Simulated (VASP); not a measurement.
Wanted: the native input for a VASP 6.6.1 run.

```
Task                   : relaxation of cell and atoms
Functional             : PBE
Potentials or basis    : VASP PAW PBE potentials, release 64 (Al, Co)
Cutoff                 : 600 eV
k mesh                 : 6 × 6 × 6
Occupations            : gaussian, width 0.1 eV
Spin                   : no spin polarisation
Dipole correction      : no
Further INCAR settings : ALGO = Normal; EDIFF = 1e-06; IBRION = 2; EDIFFG = -0.04; NSW = 90; ISIF = 3
```

The structure of Al2Co lies in POSCAR:

```
Al2Co
1.0
   -2.0274367977      2.0274367977      5.0961779904
    2.0274367977     -2.0274367977      5.0961779904
    2.0274367977      2.0274367977     -5.0961779904
Al Co
4 2
Direct
    0.2066000000      0.2066000000      0.0000000000
    0.9566000000      0.4566000000      0.5000000000
    0.5434000000      0.0434000000      0.5000000000
    0.7934000000      0.7934000000      0.0000000000
    0.0000000000      0.0000000000      0.0000000000
    0.7500000000      0.2500000000      0.5000000000
```

These files were run (other wordings do the same):

INCAR

```
SYSTEM = Al2Co
PREC = Accurate
ENCUT = 600
EDIFF = 1E-6
ISMEAR = 0
SIGMA = 0.1
LREAL = .FALSE.
LASPH = .TRUE.
NELM = 80
ALGO = Normal
ISIF = 3
LWAVE = .FALSE.
LCHARG = .FALSE.
GGA = PE
IBRION = 2
NSW = 90
EDIFFG = -0.04
```

KPOINTS

```
Automatic mesh
0
G
  6 6 6
  0 0 0
```

Potentials or basis: VASP PAW PBE potentials, release 64 (Al, Co).

Run with:

```console
$ cat potpaw_PBE.64/Al/POTCAR potpaw_PBE.64/Co/POTCAR > POTCAR
$ mpirun -np 1 vasp_std > vasp.out
```

Results of the run:

| Item | Value |
| --- | --- |
| Relaxed volume | 15.36 Å³/atom |
| Relaxed cell | a = 5.367 Å, b = 5.367 Å, c = 5.367 Å, α = 128.45°, β = 128.45°, γ = 75.90° |
| Space group after relaxing (to 0.1 Å) | I4_1/amd (No. 141) |
| Energy gained by relaxing | 617.1 meV/atom |
| Ionic steps | 36 |
| Pressure after relaxing | 0.2 GPa |
| Largest force after relaxing | 0.013 eV/Å |
| Band gap on the k mesh | zero (bands 15 and 16 overlap by 1.14 eV) |

Caveat: the run has no spin polarisation, though such a crystal can be magnetic.

Run time: 18 min on 1 thread of Intel(R) Xeon(R) 6975P-C (Granite Rapids), on a shared host, peak memory 0.38 GiB.
